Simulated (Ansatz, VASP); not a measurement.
Two plane-wave programs on GaP2

```xyz
6
Lattice="5.4852 0.0000 0.0000 0.0000 5.4852 0.0000 0.0000 0.0000 4.5788" Properties=species:S:1:pos:R:3 pbc="T T T"
Ga    0.0000    0.0000    0.0000
Ga    2.7426    2.7426    2.2894
P     1.9942    1.9942    0.0000
P     0.7484    4.7367    2.2894
P     3.4910    3.4910    0.0000
P     4.7367    0.7484    2.2894
```

Alike in both runs: functional PBE; k mesh 8 × 8 × 8; occupations gaussian, width 0.1 eV; no spin polarisation.

Ansatz relaxed the structure, and its values are those at the end. VASP's run is a single point on that final structure, the one shown.

|  | VASP | Ansatz |
| --- | --- | --- |
| version | VASP 6.6.1 | Ansatz 0.2.0 |
| potentials or method | VASP PAW PBE potentials, release 64 (Ga_d, P), cutoff 520 eV | scalar-relativistic, plane waves, PAW |
| valence electrons in the cell | 46 | 46 |

Ansatz gave:

```
gap on the k mesh at the Fermi level (eV) : none
pressure (GPa)                            : 0.0
rms of the force components (eV/Å)        : 0.003
```

**Question.** What did VASP give for the same quantities?

**Answer.** gap on the k mesh at the Fermi level (eV): none; pressure (GPa): -0.1; rms of the force components (eV/Å): 0.025.

A gap of «none» marks a metal or a gap that the smearing closes.
